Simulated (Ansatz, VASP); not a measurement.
# Two plane-wave programs on ZnH2

```xyz
3
Lattice="2.8379 0.0000 0.0000 0.0000 2.8379 0.0000 0.0000 0.0000 5.1688" Properties=species:S:1:pos:R:3 pbc="T T T"
Zn    0.0000    0.0000    2.5844
H     0.0000    1.4190    3.5249
H     1.4190    0.0000    1.6438
```

Change from the starting cell: the structure that the rattled cell fell into.

Alike in both runs: functional PBE; k mesh 8 × 8 × 6; occupations gaussian, width 0.02 eV; no spin polarisation.

Ansatz relaxed the structure, and its values are those at the end. VASP's run is a single point on that final structure, the one shown.

|  | VASP | Ansatz |
| --- | --- | --- |
| version | VASP 6.6.1 | Ansatz 0.2.0 |
| potentials or method | VASP PAW PBE potentials, release 64 (Zn, H), cutoff 520 eV | scalar-relativistic, plane waves, PAW |
| valence electrons in the cell | 14 | 14 |

```tsv
	VASP	Ansatz	Ansatz less VASP
gap on the k mesh at the Fermi level (eV)	3.19	3.18	-0.008
least direct gap on the mesh (eV)	4.19	4.18	-0.005
pressure (GPa)	0.1	0.0	-0.11
rms of the force components (eV/Å)	0.010	0.000	-0.0101
```
